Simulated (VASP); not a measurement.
Write the native input for VASP 6.6.1 that does the following.

* Task: single point
* Functional: PBE
* Potentials or basis: VASP PAW PBE potentials, release 64 (Ir)
* Cutoff: 520 eV
* k mesh: 13 × 13 × 1
* Occupations: gaussian, width 0.1 eV
* Spin: no spin polarisation
* Dipole correction: yes
* Further INCAR settings: ALGO = Normal; EDIFF = 1e-06; NBANDS = 46

The structure of Ir lies in POSCAR:

```
Ir
1.0
    2.7369673168      0.0000000000      0.0000000000
    0.0000000000      2.7369673168      0.0000000000
    0.0000000000      0.0000000000     28.5472970472
Ir
8
Direct
    0.5000000000      0.5000000000      0.2627218958
    0.0000000000      0.0000000000      0.3305156399
    0.5000000000      0.5000000000      0.3983093839
    0.0000000000      0.0000000000      0.4661031280
    0.5000000000      0.5000000000      0.5338968720
    0.0000000000      0.0000000000      0.6016906161
    0.5000000000      0.5000000000      0.6694843601
    0.0000000000      0.0000000000      0.7372781042
```

This cell differs from its parent crystal: atoms taken out.

These files were run (other wordings do the same):

INCAR

```
SYSTEM = Ir
PREC = Accurate
ENCUT = 520
EDIFF = 1E-6
ISMEAR = 0
SIGMA = 0.1
LREAL = .FALSE.
LASPH = .TRUE.
NELM = 100
ALGO = Normal
ISIF = 2
LWAVE = .FALSE.
LCHARG = .FALSE.
LDIPOL = .TRUE.
IDIPOL = 3
DIPOL = 0.5 0.5 0.500
GGA = PE
NBANDS = 46
```

KPOINTS

```
Automatic mesh
0
G
  13 13 1
  0 0 0
```

Potentials or basis: VASP PAW PBE potentials, release 64 (Ir).

Launch:

```bash
$ cat potpaw_PBE.64/Ir/POTCAR > POTCAR
$ mpirun -np 1 vasp_std > vasp.out
```

Results of the run:

The largest force is 0.942 eV/Å and the band gap on the k mesh is zero (bands 36 and 37 overlap by 2.22 eV).

Caveat: the cell differs from its parent crystal (atoms taken out); spin-orbit coupling is left out, which moves the levels of the heavy elements.

Run time: 4.5 min on 1 thread of Intel(R) Xeon(R) 6975P-C (Granite Rapids), on a shared host, peak memory 0.39 GiB.
